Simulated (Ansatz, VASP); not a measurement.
**One calculation of V, two programs**

```xyz
1
Lattice="-1.4827 1.5130 1.5130 1.5130 -1.4827 1.5130 1.5130 1.5130 -1.4827" Properties=species:S:1:pos:R:3 pbc="T T T"
V     0.0000    0.0000    0.0000
```

Change from the starting cell: equal xy, yz and zx shear strains of +2 %.

Alike in both runs: task single point; functional PBEsol; k mesh 19 × 19 × 19; occupations fermi-dirac, width 0.03 eV; collinear spin.

|  | VASP | Ansatz |
| --- | --- | --- |
| version | VASP 6.6.1 | Ansatz 0.2.0 |
| potentials or method | VASP PAW PBE potentials, release 64 (V_sv), cutoff 520 eV | all-electron LAPW, scalar-relativistic |

|  | VASP | Ansatz | Ansatz less VASP |
| --- | --- | --- | --- |
| pressure (GPa) | -11.6 | -11.8 | -0.22 |
| traceless stress, the component that is largest in VASP (GPa) | -0.56 | -0.56 | 0.000 |
| net moment per atom (μB) | 0.00 | 0.00 | 0.000 |

VASP's potentials were made for PBE, not for PBEsol. Ansatz ran all-electron here, and VASP with PAW potentials. Ansatz's warnings: seeded moment not kept.
